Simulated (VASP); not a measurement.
# Ag (P6_3/mmc) in VASP: single point with PBE

Aim: the single point of Ag with PBE.

All numbers are computed with VASP 6.6.1; they aren't measurements. Logs are shortened: lines on timing, memory, paths and dates and some standing lists are left out, and cuts for length are marked.

### 1 The cell of the first run

It takes space group P6_3/mmc (No. 194, hexagonal). The conventional cell has a = 2.937 Å, b = 2.937 Å, c = 4.792 Å, α = 90.00°, β = 90.00°, γ = 120.00°. Ag (site symmetry -6m2) has 12 Ag at 2.94 Å within 3.9 Å.

This isn't the form of Ag at room conditions, which is fcc.

### 2 Single point, PBE

File POSCAR:

```
Ag
1.0
    2.9373369567      0.0000000000      0.0000000000
   -1.4686684784      2.5438084240      0.0000000000
    0.0000000000      0.0000000000      4.7922397288
Ag
2
Direct
    0.3333333333      0.6666666667      0.7500000000
    0.6666666667      0.3333333333      0.2500000000
```

File INCAR.step1:

```
SYSTEM = Ag
PREC     = Accurate       ! precision mode
ENCUT    = 520            ! plane-wave cutoff, eV
EDIFF    = 1E-6           ! SCF threshold, eV
ISMEAR   = 0              ! smearing method
SIGMA    = 0.05           ! smearing width, eV
LREAL    = .False.        ! projectors in reciprocal space
LASPH    = .True.         ! aspherical terms in the spheres
NELM     = 80             ! most SCF steps
ALGO     = Normal         ! electronic algorithm
ISIF     = 2              ! what is computed and relaxed
LWAVE    = .False.        ! write WAVECAR
LCHARG   = .True.         ! write CHGCAR
LMAXMIX  = 4              ! l up to which the mixer works
GGA      = PE             ! functional
NBANDS   = 18             ! bands
```

File KPOINTS.step1:

```
Automatic mesh
0
Gamma
  16 16 10
  0 0 0
```

File INCAR.step2:

```
SYSTEM = Ag
PREC     = Accurate       ! precision mode
ENCUT    = 520            ! plane-wave cutoff, eV
EDIFF    = 1E-6           ! SCF threshold, eV
ISMEAR   = -5             ! smearing method
SIGMA    = 0.05           ! smearing width, eV
LREAL    = .False.        ! projectors in reciprocal space
LASPH    = .True.         ! aspherical terms in the spheres
NELM     = 80             ! most SCF steps
ALGO     = Normal         ! electronic algorithm
ISIF     = 2              ! what is computed and relaxed
LWAVE    = .False.        ! write WAVECAR
LCHARG   = .False.        ! write CHGCAR
LMAXMIX  = 4              ! l up to which the mixer works
GGA      = PE             ! functional
LORBIT   = 11             ! projections on sites
NEDOS    = 1001           ! points of the DOS
ICHARG   = 11             ! starting density
```

File KPOINTS.step2:

```
Automatic mesh
0
Gamma
  24 24 15
  0 0 0
```

Potentials or basis: VASP PAW PBE potentials, release 64 (Ag).

Started as:

```
$ cat potpaw_PBE.64/Ag/POTCAR > POTCAR
$ cp INCAR.step1 INCAR
$ cp KPOINTS.step1 KPOINTS
$ mpirun -np 1 vasp_std > vasp.out
$ cp INCAR.step2 INCAR
$ cp KPOINTS.step2 KPOINTS
$ mpirun -np 1 vasp_std > vasp.out
```

OUTCAR:

```text
SYSTEM = Ag
   PREC = Accurate
   ENCUT = 520
   EDIFF = 1E-6
   ISMEAR = -5
   LREAL = .False.
   LASPH = .True.
   NELM = 80
   ISIF = 2
   GGA = PE
   LORBIT = 11
   ICHARG = 11

 ion  position               nearest neighbor table
   1  0.333  0.667  0.750-   2 2.94   2 2.94   2 2.94   2 2.94   2 2.94   2 2.94
   2  0.667  0.333  0.250-   1 2.94   1 2.94   1 2.94   1 2.94   1 2.94   1 2.94

  LATTYP: Found a hexagonal cell.
 ALAT       =     2.9373369567
 C/A-ratio  =     1.6314913132

  Lattice vectors:

 A1 = (   2.9373369567,   0.0000000000,   0.0000000000)
 A2 = (  -1.4686684784,   2.5438084240,   0.0000000000)
 A3 = (   0.0000000000,   0.0000000000,   4.7922397288)

Analysis of symmetry for initial positions (statically):
=====================================================================
 Subroutine PRICEL returns:
 Original cell was already a primitive cell.

 Routine SETGRP: Setting up the symmetry group for a
 hexagonal supercell.

 Subroutine GETGRP returns: Found 24 space group operations
 (whereof 12 operations were pure point group operations)
 out of a pool of 24 trial point group operations.

The static configuration has the point symmetry D_3d.
 The point group associated with its full space group is D_6h.

Analysis of symmetry for dynamics (positions and initial velocities):
=====================================================================
 Subroutine PRICEL returns:
 Original cell was already a primitive cell.

 Routine SETGRP: Setting up the symmetry group for a
 hexagonal supercell.

 Subroutine GETGRP returns: Found 24 space group operations
 (whereof 12 operations were pure point group operations)
 out of a pool of 24 trial point group operations.

The dynamic configuration has the point symmetry D_3d.
 The point group associated with its full space group is D_6h.

 Subroutine INISYM returns: Found 24 space group operations
 (whereof 12 operations are pure point group operations),
 and found     1 'primitive' translations

----------------------------------------------------------------------------------------

                                     Primitive cell

  volume of cell :      35.8077

  direct lattice vectors                    reciprocal lattice vectors
     2.937336957  0.000000000  0.000000000     0.340444428  0.196555682  0.000000000
    -1.468668478  2.543808424  0.000000000     0.000000000  0.393111364  0.000000000
     0.000000000  0.000000000  4.792239729     0.000000000  0.000000000  0.208670696

  length of vectors
     2.937336957  2.937336957  4.792239729     0.393111364  0.393111364  0.208670696

  position of ions in fractional coordinates (direct lattice)
     0.333333333  0.666666667  0.750000000
     0.666666667  0.333333333  0.250000000

  ion indices of the primitive-cell ions
   primitive index   ion index
                 1           1
                 2           2

----------------------------------------------------------------------------------------

 KPOINTS: Automatic mesh

Automatic generation of k-mesh.
 Grid dimensions read from file:
 generate k-points for:   24   24   15

 Generating k-lattice:

  Cartesian coordinates                     Fractional coordinates (reciprocal lattice)
     0.014185184  0.008189820  0.000000000     0.041666667  0.000000000  0.000000000
     0.000000000  0.016379640  0.000000000     0.000000000  0.041666667  0.000000000
     0.000000000  0.000000000  0.013911380     0.000000000  0.000000000  0.066666667

  Length of vectors
     0.016379640  0.016379640  0.013911380

  Shift w.r.t. Gamma in fractional coordinates (k-lattice)
     0.000000000  0.000000000  0.000000000

 TETIRR: Found   8481 inequivalent tetrahedra from    51840

 Subroutine IBZKPT returns following result:
 ===========================================

 Found    488 irreducible k-points:

 Following reciprocal coordinates:
            Coordinates               Weight
  0.000000  0.000000  0.000000      1.000000
  0.041667  0.000000  0.000000      6.000000
  0.083333  0.000000  0.000000      6.000000
  0.125000  0.000000  0.000000      6.000000
  0.166667  0.000000  0.000000      6.000000
  0.208333  0.000000  0.000000      6.000000
[... 16 lines left out ...]
  0.416667  0.041667  0.000000     12.000000
  0.458333  0.041667  0.000000     12.000000
 [... further k-points ...]
   k-points           NKPTS =    488   k-points in BZ     NKDIM =    488   number of bands    NBANDS=     15
   number of dos      NEDOS =   1001   number of ions     NIONS =      2
   total plane-waves  NPLWV =  20736
   dimension x,y,z NGX =    24 NGY =   24 NGZ =   36
   dimension x,y,z NGXF=    48 NGYF=   48 NGZF=   72
   ions per type =               2
   NGX,Y,Z   is equivalent  to a cutoff of  13.58, 13.58, 12.49 a.u.
   NGXF,Y,Z  is equivalent  to a cutoff of  27.17, 27.17, 24.98 a.u.
 SYSTEM =  Ag
   PREC   = accura    normal or accurate (medium, high low for compatibility)
   ISTART =      0    job   : 0-new  1-cont  2-samecut
   ICHARG =     11    charge: 1-file 2-atom 10-const
   ISPIN  =      1    spin polarized calculation?
   LNONCOLLINEAR =      F non collinear calculations
   LSORBIT =      F    spin-orbit coupling
   LASPH  =      T    aspherical Exc in radial PAW
   ENCUT  =  520.0 eV  38.22 Ry    6.18 a.u.   5.46  5.46  8.91*2*pi/ulx,y,z
   NELM   =     80;   NELMIN=  2; NELMDL=  0     # of ELM steps
   EDIFF  = 0.1E-05   stopping-criterion for ELM
   LREAL  =      F    real-space projection
   EDIFFG = 0.1E-04   stopping-criterion for IOM
   NSW    =      0    number of steps for IOM
   IBRION =     -1    ionic relax: 0-MD 1-quasi-New 2-CG
   NFREE  =      0    steps in history (QN), initial steepest desc. (CG)
   ISIF   =      2    stress and relaxation
   ISYM   =      2    0-nonsym 1-usesym 2-fastsym
   POTIM  = 0.5000    time-step for ionic-motion
   TEBEG  =    0.0;   TEEND  =   0.0 temperature during run
   PSTRESS=    0.0 pullay stress
   NELECT =      22.0000    total number of electrons
   NUPDOWN=      -1.0000    fix difference up-down
   EMIN   =  10.00;   EMAX   =-10.00  energy-range for DOS
   EFERMI =   0.00;   METHOD = LEGACY
   ISMEAR =    -5;   SIGMA  =   0.05  broadening in eV -4-tet -1-fermi 0-gaus
   EFERMI_NEDOS =   21; number of points for ismear=-14 and -15
   IALGO  =     38    algorithm
   IMIX   =      4    mixing-type and parameters
     AMIX     =   0.40;   BMIX     =  1.00
     AMIX_MAG =   1.60;   BMIX_MAG =  1.00
  volume/ion in A,a.u.               =      17.90       120.82
  Fermi-wavevector in a.u.,A,eV,Ry     =   1.391736  2.629999 26.353516  1.936929
  Thomas-Fermi vector in A             =   2.515546
   LORBIT       =     11    0 simple, 1 ext, 2 COOP (PROOUT), +10 PAW based schemes
   GGA     = PE    functional components
   LHFCALC =     F    Hartree Fock is set to
   AEXX    =    0.0000 exact exchange contribution
   IVDW    =     0    specifies the selected vdW correction
   LEPSILON=     F    determine dielectric tensor
   LRPA    =     F    only Hartree local field effects (RPA)
 non-spin polarized calculation
 Fermi weights with tetrahedron method with Bloechl corrections
  energy-cutoff  :      520.00
  volume of cell :       35.81
 maximum number of plane-waves:       990
 NGX is ok and might be reduce to    24

 number of electron      22.0000004 magnetization

 Free energy of the ion-electron system (eV)
  ---------------------------------------------------
  ext. energy  EPLUGINS =         0.00000000
  ---------------------------------------------------
  free energy    TOTEN  =        -5.42765386 eV

  energy without entropy =       -5.42765386  energy(sigma->0) =       -5.42765386

 E-fermi :   7.8097     XC(G=0): -11.9185

 val. band max:        7.7902342177   @ k =   0.2917   0.2083   0.3333
 cond. band min:       7.8053486452   @ k =   0.3333   0.1667   0.3333
 fundamental gap:      0.0151144275
 Fermi energy:         7.8097104024

 k-point     1 :       0.0000    0.0000    0.0000
  band No.  band energies     occupation
      1       0.3544      2.00000
      2       1.6717      2.00000
      3       3.1371      2.00000
      4       3.2235      2.00000
      5       3.2235      2.00000
      6       3.4420      2.00000
      7       3.4420      2.00000
      8       3.7567      2.00000
      9       3.7567      2.00000
     10       4.6923      2.00000
     11       4.6923      2.00000
     12       7.5105      2.00000
     13      11.1176      0.00000
     14      23.2737      0.00000
     15      25.2637      0.00000

 k-point     2 :       0.0417    0.0000    0.0000
  band No.  band energies     occupation
      1       0.4009      2.00000
      2       1.6985      2.00000
      3       3.1003      2.00000
      4       3.2472      2.00000
      5       3.2586      2.00000
      6       3.4326      2.00000
      7       3.4637      2.00000
      8       3.7359      2.00000
      9       3.7427      2.00000
     10       4.6084      2.00000
     11       4.6985      2.00000
     12       7.6495      1.99611
     13      11.1283      0.00000
     14      23.1738      0.00000
     15      24.6004      0.00000
[... 365 lines left out ...]
      3       2.1175      2.00000
      4       3.1426      2.00000
      5       3.4661      2.00000
      6       3.5960      2.00000
      7       3.9331      2.00000
      8       4.7503      2.00000
      9       4.8420      2.00000
     10       4.8540      2.00000
     11       6.9126      2.00000
     12      10.4606      0.00000
     13      13.9030      0.00000
     14      14.1961      0.00000
     15      17.6292      0.00000

 k-point    24 :       0.4583    0.0417    0.0000
  band No.  band energies     occupation
      1       1.7620      2.00000
      2       2.0717      2.00000
      3       2.0781      2.00000
      4       3.1272      2.00000
      5       3.4460      2.00000
      6       3.6272      2.00000
      7       4.0141      2.00000
      8       4.8065      2.00000
      9       4.8563      2.00000
     10       4.9090      2.00000
     11       7.7556      1.68698
     12       9.4498      0.00000
     13      14.4070      0.00000
     14      14.6958      0.00000
     15      16.8701      0.00000

 [... further k-points ...]

------------------------ aborting loop because EDIFF is reached ----------------------------------------

  FORCE on cell =-STRESS in cart. coord.  units (eV):
  Direction    XX          YY          ZZ          XY          YZ          ZX
  --------------------------------------------------------------------------------------
  -------------------------------------------------------------------------------------
  Total       -0.2033710     -0.2033710     -0.1478850      0.0000000      0.0000000      0.0000000
  in kB       -9.0996120     -9.0996120     -6.6169543      0.0000000      0.0000000      0.0000000
  external PRESSURE =      -8.2720594 kB  Pullay stress =       0.0000000 kB

 VOLUME and BASIS-vectors are now :
 -----------------------------------------------------------------------------
  energy-cutoff  :      520.00
  volume of cell :       35.81
      direct lattice vectors                 reciprocal lattice vectors
     2.937336957  0.000000000  0.000000000     0.340444428  0.196555682  0.000000000
    -1.468668478  2.543808424  0.000000000     0.000000000  0.393111364  0.000000000
     0.000000000  0.000000000  4.792239729     0.000000000  0.000000000  0.208670696

 POSITION                                       TOTAL-FORCE (eV/Angst)
 -----------------------------------------------------------------------------------
     -0.00000      1.69587      3.59418         0.000000      0.000000     -0.000000
      1.46867      0.84794      1.19806        -0.000000      0.000000      0.000000
 -----------------------------------------------------------------------------------
    total drift:                               -0.000000      0.000000     -0.000000

  FREE ENERGIE OF THE ION-ELECTRON SYSTEM (eV)
  ---------------------------------------------------
  free  energy   TOTEN  =        -5.4276538614 eV

  energy  without entropy=       -5.4276538614  energy(sigma->0) =       -5.42765386

 total charge

# of ion       s       p       d       tot
------------------------------------------
    1        0.407   0.268   9.158   9.834
    2        0.407   0.268   9.158   9.834
--------------------------------------------------
tot          0.814   0.536  18.317  19.668
```

Wall time 6.4 min (1 thread of AMD EPYC 7R13, shared host); peak memory 0.31 GiB.

Results:

```yaml
Valence_electrons_inside_the_program's_atomic_spheres: Ag 9.83
```

Levels at points of the mesh, in eV from the Fermi level:
```tsv
k point	band 8	band 9	band 10	band 11	band 12	band 13	band 14	band 15
(0.00, 0.00, 0.00)	-4.05	-4.05	-3.12	-3.12	-0.30	3.31	15.46	17.45
(0.50, 0.00, 0.00)	-3.00	-2.94	-2.87	0.08	1.39	6.64	6.91	8.94
```
